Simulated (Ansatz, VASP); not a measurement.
# Ca5SiN2 in VASP and in Ansatz

```
Ca Si N
1.0
     2.44800   -7.28004    0.00000
     2.44800    7.28004    0.00000
     0.00000    0.00000    4.87193
Ca Si N
5 1 2
Direct
  0.00000 0.00000 0.00000
  0.33073 0.66927 0.00000
  0.66927 0.33073 0.00000
  0.13835 0.86165 0.50000
  0.86165 0.13835 0.50000
  0.50000 0.50000 0.50000
  0.83508 0.16492 0.00000
  0.16492 0.83508 0.00000
```

Change from the starting cell: built by hand: sheared layered antiperovskite (Cmmm, No. 65).

Alike in both runs: functional PBE; k mesh 3 × 3 × 3; occupations gaussian, width 0.15 eV; no spin polarisation.

Ansatz relaxed the structure, and its values are those at the end. VASP's run is a single point on that final structure, the one shown.

|  | VASP | Ansatz |
| --- | --- | --- |
| version | VASP 6.6.1 | Ansatz 0.2.0 |
| potentials or method | VASP PAW PBE potentials, release 64 (Ca_sv, Si, N), cutoff 520 eV | scalar-relativistic, plane waves, PAW |
| valence electrons in the cell | 64 | 64 |

|  | VASP | Ansatz | Ansatz less VASP |
| --- | --- | --- | --- |
| gap on the k mesh at the Fermi level (eV) | none | none | - |
| pressure (GPa) | 0.5 | 0.3 | -0.22 |
| rms of the force components (eV/Å) | 0.008 | 0.009 | +0.0010 |

A gap of «none» marks a metal or a gap that the smearing closes.

The k mesh is coarse, so the values compare programs but aren't converged.
